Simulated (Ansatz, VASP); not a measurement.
This is a calculation of Rb3Sn for VASP 6.6.1.

File INCAR:

```
PREC = Accurate
ENCUT = 520
EDIFF = 1E-7
ISMEAR = -1
SIGMA = 0.05
LREAL = False
LASPH = True
NELM = 80
ALGO = Normal
ISIF = 2
LWAVE = False
LCHARG = True
GGA = PE
LELF = True
LVHAR = True
NBANDS = 28
```

File KPOINTS:

```
Automatic mesh
0
Gamma
  5 5 5
```

POSCAR

```
Rb3Sn
1.0
    0.0000000000      4.6585840000      4.6585840000
    4.6585840000      0.0000000000      4.6585840000
    4.6585840000      4.6585840000      0.0000000000
Sn Rb
1 3
Direct
    0.0000000000      0.0000000000      0.0000000000
    0.5000000000      0.5000000000      0.5000000000
    0.7500000000      0.7500000000      0.7500000000
    0.2500000000      0.2500000000      0.2500000000
```

Potentials or basis: VASP PAW PBE potentials, release 64 (Sn_d, Rb_sv).

The run is started by

```bash
$ cat potpaw_PBE.64/Sn_d/POTCAR potpaw_PBE.64/Rb_sv/POTCAR > POTCAR
$ mpirun -np 1 vasp_std > vasp.out
```

Set up the same calculation for Ansatz 0.2.0. Potentials there: Ansatz PAW.

As run (the cutoff follows the program's own potentials):

Contents of input.yaml:

```yaml
crystal:
  lattice:
    - [0.0, 4.658584, 4.658584]
    - [4.658584, 0.0, 4.658584]
    - [4.658584, 4.658584, 0.0]
  atoms:
    - { symbol: Sn, position: [0.0, 0.0, 0.0] }
    - { symbol: Rb, position: [0.5, 0.5, 0.5] }
    - { symbol: Rb, position: [0.75, 0.75, 0.75] }
    - { symbol: Rb, position: [0.25, 0.25, 0.25] }
hamiltonian:
  xc: pbe
  pseudopotentials: { kind: paw }
kpoints:
  mp_grid: { grid: [5, 5, 5] }
scf:
  occupations: { method: fermi_dirac, width: 0.05 }
output:
  forces: true
  stress: true
  eigenvalues: true
```

Potentials or basis: Ansatz PAW.

Run with:

```console
$ ansatz run input.yaml --threads 2 --pin off --max-ram 5120MiB --backend cpu --events-out ev --progress --plain --runs-dir out
```

Both were run:

|  | VASP | Ansatz | Ansatz less VASP |
| --- | --- | --- | --- |
| gap on the k mesh at the Fermi level (eV) | none | none | - |
| pressure (GPa) | 0.0 | 0.0 | 0.00 |

A gap of «none» marks a metal or a gap that the smearing closes.
